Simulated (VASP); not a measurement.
**I: single point with r2SCAN**

The system is I.

```
CELL_PARAMETERS angstrom
4.34289 0.00000 0.00000
-2.17144 3.76105 0.00000
0.00000 0.00000 11.82819
ATOMIC_POSITIONS crystal
I 0.00000 0.00000 0.25000
I 0.00000 0.00000 0.75000
I 0.33333 0.66667 0.75000
I 0.66667 0.33333 0.25000
```

```yaml
Program: VASP 6.6.1
Task: single point
Functional: r2SCAN
Potentials_or_basis: VASP PAW PBE potentials, release 64 (I)
Cutoff: 520 eV
k_mesh: 6 × 6 × 2
Occupations: gaussian, width 0.1 eV
Spin: no spin polarisation
Dipole_correction: no
Further_INCAR_settings: ALGO = Normal; EDIFF = 1e-06; NBANDS = 22
```

| Quantity | Value |
| --- | --- |
| Pressure | 30.2 GPa |
| Band gap on the k mesh | zero (bands 14 and 15 overlap by 2.79 eV) |

Stress tensor (GPa, compression positive):
```
45.38  0.00  0.00
 0.00 45.38  0.00
 0.00  0.00 -0.15
```

Levels at points of the mesh, in eV from the Fermi level:
| k point | band 12 | band 13 | band 14 | band 15 | band 16 | band 17 |
| --- | --- | --- | --- | --- | --- | --- |
| (0.00, 0.00, 0.00) | -1.71 | -1.70 | -1.70 | -0.41 | -0.38 | 1.65 |
| (0.50, 0.00, 0.00) | -3.46 | 1.93 | 1.95 | 2.75 | 2.75 | 4.06 |
| (0.00, 0.00, 0.50) | -1.70 | -1.70 | -1.70 | -0.39 | -0.39 | 2.33 |
| (0.50, 0.00, 0.50) | -3.47 | 1.94 | 1.94 | 2.75 | 2.75 | 4.25 |

Run time: 110 s on 1 thread of Intel(R) Xeon(R) 6975P-C (Granite Rapids), with other jobs on the host, peak memory 0.33 GiB.

Caveat: the stress differs along the axes, from -0 to 45 GPa; the PAW data sets were made with another functional, which shifts forces and pressure a little; spin-orbit coupling is left out, which moves the levels of the heavy elements.
